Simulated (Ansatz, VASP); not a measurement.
Al5BP6: VASP beside Ansatz

```
CELL_PARAMETERS angstrom
6.53585 0.00000 0.00000
-3.26793 5.66022 0.00000
0.00000 0.00000 6.20227
ATOMIC_POSITIONS crystal
Al 0.68090 0.00000 0.00033
Al 0.31910 0.31910 0.00033
Al 0.00000 0.68090 0.00033
Al 0.66667 0.33333 0.50048
Al 0.33333 0.66667 0.50048
B 0.00000 0.00000 0.49825
P 0.70836 0.00000 0.38588
P 0.29164 0.29164 0.38588
P 0.00000 0.70836 0.38588
P 0.00000 0.00000 0.82514
P 0.66667 0.33333 0.88350
P 0.33333 0.66667 0.88350
```

Alike in both runs: task single point; functional PBE; k mesh 3 × 3 × 4; occupations gaussian, width 0.1 eV; no spin polarisation.

|  | VASP | Ansatz |
| --- | --- | --- |
| version | VASP 6.6.1 | Ansatz 0.2.0 |
| potentials or method | VASP PAW PBE potentials, release 64 (Al, B, P), cutoff 520 eV | scalar-relativistic, plane waves, PAW |
| valence electrons in the cell | 48 | 48 |

Ansatz gave:

```
gap on the k mesh at the Fermi level (eV) : 1.43
least direct gap on the mesh (eV)         : 1.99
pressure (GPa)                            : 0.0
```

**Question.** Estimate VASP's values.

**Answer.** gap on the k mesh at the Fermi level (eV): 1.43; least direct gap on the mesh (eV): 1.99; pressure (GPa): -0.1.

With one functional, cell and mesh, what is left measures potentials, basis and numerics.
